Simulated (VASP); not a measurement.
# HfSn2Se6 (R-3) in VASP: a series of runs

The runs below take HfSn2Se6 through single point, with PBE.

Program: VASP 6.6.1. These are calculated values, not measurements. Logs are shortened: lines on timing, memory, paths and dates and some standing lists are left out, and cuts for length are marked.

**1. The cell of the first run**

The structure is trigonal, space group R-3 (No. 148). The conventional cell has a = 6.687 Å, b = 6.687 Å, c = 21.554 Å, α = 90.00°, β = 90.00°, γ = 120.00°. Hf (site symmetry -3) has 6 Se at 2.72 Å within 3.6 Å. Within 3.6 Å of Sn (site symmetry 3) lie 6 Se at 2.74 Å. Se (site symmetry 1) has 1 Hf at 2.72 Å and 2 Sn at 2.74 Å within 3.6 Å.

**2. Single point, PBE**

The input, INCAR:

```
SYSTEM = HfSn2Se6
  PREC = Accurate
  ENCUT = 520
  EDIFF = 1E-6
  ISMEAR = 0
  SIGMA = 0.02
  LREAL = .False.
  LASPH = .True.
  NELM = 100
  ALGO = Normal
  ISIF = 2
  LWAVE = .False.
  LCHARG = .True.
  GGA = PE
  LELF = .True.
  LVHAR = .True.
  NBANDS = 47
```

The input, KPOINTS:

```
regular mesh
0
Gamma
  6 6 6
  0 0 0
```

The input, POSCAR:

```
HfSn2Se6
1.0
    3.3434348158      1.9303329909      7.1845547000
   -3.3434348158      1.9303329909      7.1845547000
    0.0000000000     -3.8606659818      7.1845547000
Hf Sn Se
1 2 6
Direct
    0.0000000000      0.0000000000      0.0000000000
    0.6666050000      0.6666050000      0.6666050000
    0.3333950000      0.3333950000      0.3333950000
    0.5958630000      0.2567470000      0.9266070000
    0.2567470000      0.9266070000      0.5958630000
    0.9266070000      0.5958630000      0.2567470000
    0.4041370000      0.7432530000      0.0733930000
    0.0733930000      0.4041370000      0.7432530000
    0.7432530000      0.0733930000      0.4041370000
```

Potentials or basis: VASP PAW PBE potentials, release 64 (Hf_pv, Sn_d, Se).

Started as:

```bash
cat potpaw_PBE.64/Hf_pv/POTCAR potpaw_PBE.64/Sn_d/POTCAR potpaw_PBE.64/Se/POTCAR > POTCAR
mpirun -np 1 vasp_std > vasp.out
```

OUTCAR:

```text
SYSTEM = HfSn2Se6
   PREC = Accurate
   ENCUT = 520
   EDIFF = 1E-6
   ISMEAR = 0
   LREAL = .False.
   LASPH = .True.
   NELM = 100
   ISIF = 2
   GGA = PE

 ion  position               nearest neighbor table
   1  0.000  0.000  0.000-   5 2.72   9 2.72   8 2.72   6 2.72   4 2.72   7 2.72
   2  0.667  0.667  0.667-   9 2.74   7 2.74   8 2.74   6 2.74   4 2.74   5 2.74
   3  0.333  0.333  0.333-   5 2.74   4 2.74   6 2.74   8 2.74   7 2.74   9 2.74
   4  0.596  0.257  0.927-   1 2.72   3 2.74   2 2.74
   5  0.257  0.927  0.596-   1 2.72   3 2.74   2 2.74
   6  0.927  0.596  0.257-   1 2.72   3 2.74   2 2.74
   7  0.404  0.743  0.073-   1 2.72   2 2.74   3 2.74
   8  0.073  0.404  0.743-   1 2.72   2 2.74   3 2.74
   9  0.743  0.073  0.404-   1 2.72   2 2.74   3 2.74

  LATTYP: Found a trigonal (rhomboedric) cell.
 ALAT       =     8.1561368343
 COS(alpha) =     0.6639168723

  Lattice vectors:

 A1 = (   3.3434348158,   1.9303329909,   7.1845547000)
 A2 = (  -3.3434348158,   1.9303329909,   7.1845547000)
 A3 = (   0.0000000000,  -3.8606659818,   7.1845547000)

Analysis of symmetry for initial positions (statically):
=====================================================================
 Subroutine PRICEL returns:
 Original cell was already a primitive cell.

 Routine SETGRP: Setting up the symmetry group for a
 trigonal (rhombohedral) supercell.

 Subroutine GETGRP returns: Found  6 space group operations
 (whereof  6 operations were pure point group operations)
 out of a pool of 12 trial point group operations.

The static configuration has the point symmetry S_6 .

Analysis of symmetry for dynamics (positions and initial velocities):
=====================================================================
 Subroutine PRICEL returns:
 Original cell was already a primitive cell.

 Routine SETGRP: Setting up the symmetry group for a
 trigonal (rhombohedral) supercell.

 Subroutine GETGRP returns: Found  6 space group operations
 (whereof  6 operations were pure point group operations)
 out of a pool of 12 trial point group operations.

The dynamic configuration has the point symmetry S_6 .

 Subroutine INISYM returns: Found  6 space group operations
 (whereof  6 operations are pure point group operations),
 and found     1 'primitive' translations

----------------------------------------------------------------------------------------

                                     Primitive cell

  volume of cell :     278.2122

  direct lattice vectors                    reciprocal lattice vectors
     3.343434816  1.930332991  7.184554700     0.149546807  0.086340889  0.046395824
    -3.343434816  1.930332991  7.184554700    -0.149546807  0.086340889  0.046395824
     0.000000000 -3.860665982  7.184554700     0.000000000 -0.172681778  0.046395824

  length of vectors
     8.156136834  8.156136834  8.156136834     0.178805953  0.178805953  0.178805953

  position of ions in fractional coordinates (direct lattice)
     0.000000000  0.000000000  0.000000000
     0.666605000  0.666605000  0.666605000
     0.333395000  0.333395000  0.333395000
     0.595863000  0.256747000  0.926607000
     0.256747000  0.926607000  0.595863000
     0.926607000  0.595863000  0.256747000
     0.404137000  0.743253000  0.073393000
     0.073393000  0.404137000  0.743253000
     0.743253000  0.073393000  0.404137000

  ion indices of the primitive-cell ions
   primitive index   ion index
                 1           1
                 2           2
                 3           3
                 4           4
                 5           5
                 6           6
                 7           7
                 8           8
                 9           9

----------------------------------------------------------------------------------------

 KPOINTS: regular mesh

Automatic generation of k-mesh.
 Grid dimensions read from file:
 generate k-points for:    6    6    6

 Generating k-lattice:

  Cartesian coordinates                     Fractional coordinates (reciprocal lattice)
     0.024924468  0.014390148  0.007732637     0.166666667 -0.000000000  0.000000000
    -0.024924468  0.014390148  0.007732637    -0.000000000  0.166666667  0.000000000
     0.000000000 -0.028780296  0.007732637     0.000000000  0.000000000  0.166666667

  Length of vectors
     0.029800992  0.029800992  0.029800992

  Shift w.r.t. Gamma in fractional coordinates (k-lattice)
     0.000000000  0.000000000  0.000000000

 Subroutine IBZKPT returns following result:
 ===========================================

 Found     40 irreducible k-points:

 Following reciprocal coordinates:
            Coordinates               Weight
  0.000000  0.000000  0.000000      1.000000
  0.166667 -0.000000  0.000000      6.000000
  0.333333 -0.000000  0.000000      6.000000
  0.500000 -0.000000  0.000000      3.000000
  0.166667  0.166667  0.000000      6.000000
  0.333333  0.166667  0.000000      6.000000
[... 16 lines left out ...]
  0.333333  0.333333  0.166667      6.000000
  0.500000  0.333333  0.166667      6.000000
 [... further k-points ...]
   k-points           NKPTS =     40   k-points in BZ     NKDIM =     40   number of bands    NBANDS=     47
   number of dos      NEDOS =    301   number of ions     NIONS =      9
   total plane-waves  NPLWV = 262144
   dimension x,y,z NGX =    64 NGY =   64 NGZ =   64
   dimension x,y,z NGXF=   128 NGYF=  128 NGZF=  128
   ions per type =               1   2   6
   NGX,Y,Z   is equivalent  to a cutoff of  13.05, 13.05, 13.05 a.u.
   NGXF,Y,Z  is equivalent  to a cutoff of  26.09, 26.09, 26.09 a.u.
 SYSTEM =  HfSn2Se6
   PREC   = accura    normal or accurate (medium, high low for compatibility)
   ISTART =      0    job   : 0-new  1-cont  2-samecut
   ICHARG =      2    charge: 1-file 2-atom 10-const
   ISPIN  =      1    spin polarized calculation?
   LNONCOLLINEAR =      F non collinear calculations
   LSORBIT =      F    spin-orbit coupling
   LASPH  =      T    aspherical Exc in radial PAW
   ENCUT  =  520.0 eV  38.22 Ry    6.18 a.u.  15.17 15.17 15.17*2*pi/ulx,y,z
   NELM   =    100;   NELMIN=  2; NELMDL= -5     # of ELM steps
   EDIFF  = 0.1E-05   stopping-criterion for ELM
   LREAL  =      F    real-space projection
   EDIFFG = 0.1E-04   stopping-criterion for IOM
   NSW    =      0    number of steps for IOM
   IBRION =     -1    ionic relax: 0-MD 1-quasi-New 2-CG
   NFREE  =      0    steps in history (QN), initial steepest desc. (CG)
   ISIF   =      2    stress and relaxation
   ISYM   =      2    0-nonsym 1-usesym 2-fastsym
   POTIM  = 0.5000    time-step for ionic-motion
   TEBEG  =    0.0;   TEEND  =   0.0 temperature during run
   PSTRESS=    0.0 pullay stress
   NELECT =      74.0000    total number of electrons
   NUPDOWN=      -1.0000    fix difference up-down
   EMIN   =  10.00;   EMAX   =-10.00  energy-range for DOS
   EFERMI =   0.00;   METHOD = LEGACY
   ISMEAR =     0;   SIGMA  =   0.02  broadening in eV -4-tet -1-fermi 0-gaus
   EFERMI_NEDOS =   21; number of points for ismear=-14 and -15
   IALGO  =     38    algorithm
   IMIX   =      4    mixing-type and parameters
     AMIX     =   0.40;   BMIX     =  1.00
     AMIX_MAG =   1.60;   BMIX_MAG =  1.00
  volume/ion in A,a.u.               =      30.91       208.61
  Fermi-wavevector in a.u.,A,eV,Ry     =   1.052834  1.989568 15.081513  1.108460
  Thomas-Fermi vector in A             =   2.187932
   LORBIT       =      0    0 simple, 1 ext, 2 COOP (PROOUT), +10 PAW based schemes
   GGA     = PE    functional components
   LHFCALC =     F    Hartree Fock is set to
   AEXX    =    0.0000 exact exchange contribution
   IVDW    =     0    specifies the selected vdW correction
   LEPSILON=     F    determine dielectric tensor
   LRPA    =     F    only Hartree local field effects (RPA)
 non-spin polarized calculation
 Gauss-broadening in eV      SIGMA  =   0.02
  energy-cutoff  :      520.00
  volume of cell :      278.21
 maximum number of plane-waves:      7544
 NGX is ok and might be reduce to    64

 number of electron      74.0000001 magnetization

 Free energy of the ion-electron system (eV)
  ---------------------------------------------------
  ext. energy  EPLUGINS =         0.00000000
  ---------------------------------------------------
  free energy    TOTEN  =       -44.16731219 eV

  energy without entropy =      -44.16731219  energy(sigma->0) =      -44.16731219

 E-fermi :   2.0793     XC(G=0):  -8.4369

 val. band max:        1.8854032535   @ k =   0.0000   0.0000   0.0000
 cond. band min:       2.2302012272   @ k =   0.5000   0.5000   0.0000
 fundamental gap:      0.3447979737
 Fermi energy:         2.0793351938

 k-point     1 :       0.0000    0.0000    0.0000
  band No.  band energies     occupation
      1     -29.1347      2.00000
      2     -29.1347      2.00000
      3     -29.0873      2.00000
      4     -19.2899      2.00000
      5     -19.2899      2.00000
      6     -19.2802      2.00000
[... 39 lines left out ...]
     46       6.7296      0.00000
     47       6.7296      0.00000

 k-point     2 :       0.1667   -0.0000    0.0000
  band No.  band energies     occupation
      1     -29.1347      2.00000
      2     -29.1347      2.00000
      3     -29.0873      2.00000
      4     -19.2946      2.00000
      5     -19.2931      2.00000
      6     -19.2769      2.00000
[... 39 lines left out ...]
     46       6.9007      0.00000
     47       7.0033      0.00000

 k-point     3 :       0.3333   -0.0000    0.0000
  band No.  band energies     occupation
      1     -29.1348      2.00000
      2     -29.1347      2.00000
      3     -29.0873      2.00000
      4     -19.3003      2.00000
      5     -19.2971      2.00000
      6     -19.2723      2.00000
[... 1039 lines left out ...]
     46       6.9001      0.00000
     47       7.0976      0.00000

 k-point    24 :       0.5000    0.3333    0.1667
  band No.  band energies     occupation
      1     -29.1348      2.00000
      2     -29.1347      2.00000
      3     -29.0873      2.00000
      4     -19.3010      2.00000
      5     -19.2932      2.00000
      6     -19.2768      2.00000
[... 39 lines left out ...]
     46       6.9354      0.00000
     47       7.1268      0.00000

 [... further k-points ...]

------------------------ aborting loop because EDIFF is reached ----------------------------------------

  FORCE on cell =-STRESS in cart. coord.  units (eV):
  Direction    XX          YY          ZZ          XY          YZ          ZX
  --------------------------------------------------------------------------------------
  -------------------------------------------------------------------------------------
  Total       -0.1326510     -0.1326510     -0.0845182     -0.0000000      0.0000000      0.0000000
  in kB       -0.7639147     -0.7639147     -0.4867261     -0.0000001      0.0000000      0.0000000
  external PRESSURE =      -0.6715185 kB  Pullay stress =       0.0000000 kB

 VOLUME and BASIS-vectors are now :
 -----------------------------------------------------------------------------
  energy-cutoff  :      520.00
  volume of cell :      278.21
      direct lattice vectors                 reciprocal lattice vectors
     3.343434816  1.930332991  7.184554700     0.149546807  0.086340889  0.046395824
    -3.343434816  1.930332991  7.184554700    -0.149546807  0.086340889  0.046395824
     0.000000000 -3.860665982  7.184554700     0.000000000 -0.172681778  0.046395824

 POSITION                                       TOTAL-FORCE (eV/Angst)
 -----------------------------------------------------------------------------------
      0.00000      0.00000      0.00000        -0.000000     -0.000000     -0.000000
      0.00000      0.00000     14.36778        -0.000000     -0.000000      0.000152
      0.00000      0.00000      7.18588        -0.000000     -0.000000     -0.000152
      1.13381     -1.93150     12.78288         0.027093      0.000026      0.007365
     -2.23963     -0.01616     12.78288        -0.013523     -0.023476      0.007365
      1.10582      1.94766     12.78288        -0.013569      0.023450      0.007365
     -1.13381      1.93150      8.77078        -0.027093     -0.000026     -0.007365
     -1.10582     -1.94766      8.77078         0.013569     -0.023450     -0.007365
      2.23963      0.01616      8.77078         0.013523      0.023476     -0.007365
 -----------------------------------------------------------------------------------
    total drift:                                0.000000      0.000000     -0.000000

  FREE ENERGIE OF THE ION-ELECTRON SYSTEM (eV)
  ---------------------------------------------------
  free  energy   TOTEN  =       -44.1673121921 eV

  energy  without entropy=      -44.1673121921  energy(sigma->0) =      -44.16731219
```

It took 31 min on 1 thread of Intel Xeon 8259CL, shared host; peak memory 0.88 GiB.

Results:

| Item | Value |
| --- | --- |
| Free energy | -44.1673 eV |
| Pressure | -0.1 GPa |
| Largest force | 0.028 eV/Å |
| Band gap on the k mesh | 0.34 eV (least direct gap 0.55 eV) |

Forces on the atoms (eV/Å):
```
Hf   0.000  0.000  0.000
Sn   0.000  0.000  0.000
Sn   0.000  0.000  0.000
Se   0.027  0.000  0.007
Se  -0.014 -0.023  0.007
Se  -0.014  0.023  0.007
Se  -0.027  0.000 -0.007
Se   0.014 -0.023 -0.007
Se   0.014  0.023 -0.007
```

Levels at points of the mesh, in eV from the valence-band top:
```
           k point  band 34  band 35  band 36  band 37  band 38  band 39  band 40  band 41
(0.00, 0.00, 0.00)    -0.39    -0.30     0.00     0.00     0.66     1.97     2.76     2.76
(0.50, 0.00, 0.00)    -0.79    -0.51    -0.32    -0.17     0.38     2.23     2.52     2.63
(0.50, 0.50, 0.00)    -0.79    -0.57    -0.32    -0.29     0.34     2.24     2.52     2.68
(0.50, 0.50, 0.50)    -0.41    -0.41    -0.01    -0.01     0.75     1.82     2.78     2.78
```

Caveat: semilocal functionals underestimate gaps, and a narrow one can read as zero; spin-orbit coupling is left out, which moves the levels of the heavy elements.

**3. Single point, PBE**

The input, INCAR:

```
PREC     = Accurate       # precision mode
ENCUT    = 520            # plane-wave cutoff, eV
EDIFF    = 1E-7           # SCF threshold, eV
ISMEAR   = 0              # smearing method
SIGMA    = 0.1            # smearing width, eV
LREAL    = False          # projectors in reciprocal space
LASPH    = True           # aspherical terms in the spheres
NELM     = 60             # most SCF steps
ALGO     = Normal         # electronic algorithm
ISIF     = 2              # what is computed and relaxed
LWAVE    = False          # write WAVECAR
LCHARG   = True           # write CHGCAR
GGA      = PE             # functional
LELF     = True           # ELF
LVHAR    = True         
NBANDS   = 47             # bands
```

The input, KPOINTS:

```
Automatic mesh
0
Gamma
  3 3 3
```

POSCAR: that of step 2 with these lines changed.

```diff
@@ -2,5 +2,5 @@
 1.0
-    3.3434348158      1.9303329909      7.1845547000
-   -3.3434348158      1.9303329909      7.1845547000
-    0.0000000000     -3.8606659818      7.1845547000
+    3.3434348000      1.9303330000      7.1845547000
+   -3.3434348000      1.9303330000      7.1845547000
+    0.0000000000     -3.8606660000      7.1845547000
 Hf Sn Se
```

Potentials or basis: VASP PAW PBE potentials, release 64 (Hf_pv, Sn_d, Se).

Started as:

```bash
cat potpaw_PBE.64/Hf_pv/POTCAR potpaw_PBE.64/Sn_d/POTCAR potpaw_PBE.64/Se/POTCAR > POTCAR
mpirun -np 1 vasp_std > vasp.out
```

Run time: 91 s. Hardware: 1 thread of AMD EPYC 9R45 (Zen 5), shared host; peak memory 0.56 GiB.

The run converged. Its results:

```yaml
Free_energy: -44.1380 eV
Pressure: -0.1 GPa
Largest_force: 0.018 eV/Å
Band_gap_on_the_k_mesh: 0.65 eV
```

Forces in eV/Å, atoms in the order of the input:
```
Hf   0.000  0.000  0.000
Sn   0.000  0.000  0.000
Sn   0.000  0.000  0.000
Se   0.013  0.000  0.013
Se  -0.007 -0.011  0.013
Se  -0.006  0.011  0.013
Se  -0.013  0.000 -0.013
Se   0.006 -0.011 -0.013
Se   0.007  0.011 -0.013
```

Levels at points of the mesh, in eV from the valence-band top:
```csv
k point,band 35,band 36,band 37,band 38,band 39,band 40
"(0.00, 0.00, 0.00)",-0.30,0.00,0.00,0.65,1.97,2.75
```

Caveat: semilocal functionals underestimate gaps, and a narrow one can read as zero; spin-orbit coupling is left out, which moves the levels of the heavy elements.

**4. Single point, PBE**

This run uses another cell than the first one, of the same volume but with other edges.

The input, INCAR:

```
  PREC = Accurate
  ENCUT = 520
  EDIFF = 1E-7
  ISMEAR = 0
  SIGMA = 0.1
  LREAL = F
  LASPH = T
  NELM = 80
  ALGO = Normal
  ISIF = 2
  LWAVE = F
  LCHARG = T
  GGA = PE
  LELF = T
  LVHAR = T
  NBANDS = 47
```

The input, KPOINTS:

```
Automatic mesh
0
Gamma
  4 4 4
```

The input, POSCAR:

```
HfSn2Se6
1.0
   -3.3434348158      5.7909989727      0.0000000000
   -6.6868696316      0.0000000000      0.0000000000
   -3.3434348158      1.9303329909      7.1845547000
Hf Sn Se
1 2 6
Direct
    0.0000000000      0.0000000000      0.0000000000
    0.3333950000      0.3333950000      0.9998150000
    0.6666050000      0.6666050000      0.0001850000
    0.0733930000      0.4041370000      0.7792170000
    0.4041370000      0.7432530000      0.7792170000
    0.7432530000      0.0733930000      0.7792170000
    0.9266070000      0.5958630000      0.2207830000
    0.2567470000      0.9266070000      0.2207830000
    0.5958630000      0.2567470000      0.2207830000
```

Started as:

```bash
cat potpaw_PBE.64/Hf_pv/POTCAR potpaw_PBE.64/Sn_d/POTCAR potpaw_PBE.64/Se/POTCAR > POTCAR
mpirun -np 1 vasp_std > vasp.out
```

Run time: 2 min. Hardware: 1 thread of AMD EPYC 9R45 (Zen 5), shared host; peak memory 0.46 GiB.

It converged, with:

```
Free energy            : -44.1587 eV
Pressure               : -0.1 GPa
Largest force          : 0.022 eV/Å
Band gap on the k mesh : 0.34 eV (least direct gap 0.55 eV)
```

Forces on the atoms (eV/Å):
```
Hf   0.000  0.000  0.000
Sn   0.000  0.000  0.000
Sn   0.000  0.000  0.000
Se   0.020  0.000  0.007
Se  -0.010 -0.018  0.007
Se  -0.010  0.018  0.007
Se  -0.020  0.000 -0.007
Se   0.010 -0.018 -0.007
Se   0.010  0.018 -0.007
```

Levels at points of the mesh, in eV from the valence-band top:
```
           k point  band 35  band 36  band 37  band 38  band 39  band 40
(0.00, 0.00, 0.00)    -0.30     0.00     0.00     0.65     1.97     2.76
(0.50, 0.00, 0.00)    -0.51    -0.32    -0.17     0.38     2.23     2.52
(0.50, 0.50, 0.00)    -0.57    -0.32    -0.29     0.34     2.23     2.52
(0.00, 0.00, 0.50)    -0.41    -0.01    -0.01     0.75     1.82     2.77
```

Caveat: semilocal functionals underestimate gaps, and a narrow one can read as zero; spin-orbit coupling is left out, which moves the levels of the heavy elements; this functional lacks dispersion, which binds layers or chains, so the pressure and a relaxed spacing across them are unreliable. A k mesh can miss the band edges.

**5. Summary**

```csv
cell,k mesh,smearing,gap on the mesh (eV),pressure (GPa),largest force (eV/Å)
"a = 8.156 Å, angles 48.4°, 9 atoms",6 × 6 × 6,gaussian 0.02 eV,0.34,-0.1,0.03
"a = 8.156 Å, angles 48.4°, 9 atoms",3 × 3 × 3,gaussian 0.1 eV,0.65,-0.1,0.02
"a = 6.687, b = 6.687, c = 8.156 Å, angles 65.8, 65.8, 60.0°, 9 atoms",4 × 4 × 4,gaussian 0.1 eV,0.34,-0.1,0.02
```

Alike in all rows: task single point; level PBE; potentials or basis VASP PAW PBE potentials, release 64 (Hf_pv, Sn_d, Se); no spin polarisation; cutoff (eV) 520.

Caveats: semilocal functionals underestimate gaps, and a narrow one can read as zero; spin-orbit coupling is left out, which moves the levels of the heavy elements; this functional lacks dispersion, which binds layers or chains, so the pressure and a relaxed spacing across them are unreliable (at least some runs).

Absolute energies hang on the potentials; compare differences alone.
